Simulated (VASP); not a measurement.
Set up this calculation in VASP 6.6.1, as the native input.

- Task: single point
- Functional: PBE
- Potentials or basis: VASP PAW PBE potentials, release 64 (Pb_d, Te)
- Cutoff: 520 eV
- k mesh: 11 × 11 × 11
- Occupations: fermi-dirac, width 0.1 eV
- Spin: no spin polarisation
- Dipole correction: no
- Further INCAR settings: ALGO = Normal; EDIFF = 1e-06; NBANDS = 17

The structure of TePb (rocksalt type) lies in POSCAR:

```
TePb
1.0
    0.0000000000      3.2836156682      3.2836156682
    3.2836156682      0.0000000000      3.2836156682
    3.2836156682      3.2836156682      0.0000000000
Pb Te
1 1
Direct
    0.0000000000      0.0000000000      0.0000000000
    0.5000000000      0.5000000000      0.5000000000
```

These files were run (other wordings do the same):

INCAR

```
SYSTEM = TePb
  PREC = Accurate
  ENCUT = 520
  EDIFF = 1E-6
  ISMEAR = -1
  SIGMA = 0.1
  LREAL = .FALSE.
  LASPH = .TRUE.
  NELM = 80
  ALGO = Normal
  ISIF = 2
  LWAVE = .FALSE.
  LCHARG = .FALSE.
  GGA = PE
  NBANDS = 17
```

KPOINTS

```
regular mesh
0
G
  11 11 11
  0 0 0
```

Potentials or basis: VASP PAW PBE potentials, release 64 (Pb_d, Te).

Launch:

```sh
$ cat potpaw_PBE.64/Pb_d/POTCAR potpaw_PBE.64/Te/POTCAR > POTCAR
$ mpirun -np 1 vasp_std > vasp.out
```

Results of the run:

The pressure is 0.0 GPa.

Run time: 23 s on 1 thread of Intel(R) Xeon(R) 6975P-C (Granite Rapids), with other jobs on the host, peak memory 0.24 GiB.
